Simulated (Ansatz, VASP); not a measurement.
## One calculation of Ge, two programs

```
CELL_PARAMETERS angstrom
4.05816 0.00000 0.00000
-2.02908 3.51447 0.00000
0.00000 0.00000 22.53299
ATOMIC_POSITIONS crystal
Ge 0.33333 0.66667 0.33285
Ge 0.66667 0.33333 0.37014
Ge 0.66667 0.33333 0.48135
Ge 0.33333 0.66667 0.51865
Ge 0.33333 0.66667 0.62986
Ge 0.66667 0.33333 0.66715
```

Alike in both runs: task single point; functional PBE; k mesh 9 × 9 × 1; occupations gaussian, width 0.5 eV; no spin polarisation.

```csv
,VASP,Ansatz
version,VASP 6.6.1,Ansatz 0.2.0
potentials or method,"VASP PAW PBE potentials, release 64 (Ge_d), cutoff 520 eV","scalar-relativistic, plane waves, PAW"
valence electrons in the cell,84,84
```

```tsv
	VASP	Ansatz	Ansatz less VASP
gap on the k mesh at the Fermi level (eV)	none	none	-
rms of the force components (eV/Å)	0.076	0.076	+0.0004
```

Atom by atom the forces differ by 0.002 eV/Å (rms over components). A gap of «none» marks a metal or a gap that the smearing closes. The functional is the same, so the differences come from potentials, cutoffs and numerics.
